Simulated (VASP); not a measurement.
A run of VASP 6.6.1 is set up as follows.

POSCAR

```
Mo
1.0
   -1.5791725745      1.5791725745      1.5791725745
    1.5791725745     -1.5791725745      1.5791725745
    1.5791725745      1.5791725745     -1.5791725745
Mo
1
Direct
    0.0000000000      0.0000000000      0.0000000000
```

File INCAR.step1:

```
PREC = Accurate
ENCUT = 520
ISMEAR = 0
SIGMA = 0.1
LREAL = F
LASPH = T
NELM = 80
NBANDS = 13
GGA = PE
ALGO = Normal
EDIFF = 1E-4
LWAVE = T
LCHARG = F
```

The input INCAR.step2:

```
PREC = Accurate
ENCUT = 520
EDIFF = 1E-6
ISMEAR = 0
SIGMA = 0.1
LREAL = F
LASPH = T
NELM = 80
ALGO = Normal
ISIF = 2
LWAVE = F
LCHARG = F
METAGGA = R2SCAN
LMIXTAU = T
NBANDS = 13
ISTART = 1
```

The input KPOINTS:

```
Automatic mesh
0
Gamma
  18 18 18
```

Potentials or basis: VASP PAW PBE potentials, release 64 (Mo_sv).

The run is started by

```console
$ cat potpaw_PBE.64/Mo_sv/POTCAR > POTCAR
$ cp INCAR.step1 INCAR
$ mpirun -np 1 vasp_std > vasp.out
$ cp INCAR.step2 INCAR
$ mpirun -np 1 vasp_std > vasp.out
```

Question: What does it give for the pressure?

Answer: -0.9 GPa.

Question: Estimate the band gap on the k mesh.

Answer: Zero (bands 7 and 8 overlap by 5.50 eV).

Caveat: the PAW data sets were made with another functional, which shifts forces and pressure a little.
